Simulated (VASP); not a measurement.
Here is a VASP 6.6.1 calculation.

File INCAR:

```
ALGO = Normal
EDIFF = 1E-7
ENCUT = 520
GGA = PS
ISIF = 2
ISMEAR = 0
LASPH = True
LCHARG = False
LREAL = False
LWAVE = False
NBANDS = 14
NELM = 80
PREC = Accurate
SIGMA = 0.15
```

File KPOINTS:

```
k-points
0
Gamma
  18 18 10
```

The input POSCAR:

```
TiAl
1.0
    2.8475477334      0.0000000000      0.0000000000
   -1.4237738667      2.4660486756      0.0000000000
    0.0000000000      0.0000000000      4.8040000000
Ti Al
1 1
Direct
    0.0000000000      0.0000000000      0.0000000000
    0.3333333333      0.6666666667      0.5000000000
```

Potentials or basis: VASP PAW PBE potentials, release 64 (Ti_sv, Al).

Launch:

```bash
$ cat potpaw_PBE.64/Ti_sv/POTCAR potpaw_PBE.64/Al/POTCAR > POTCAR
$ mpirun -np 1 vasp_std > vasp.out
```

(1) Estimate the pressure.

Answers

(1) -4.3 GPa.

Caveat: the PAW data sets were made with another functional, which shifts forces and pressure a little.
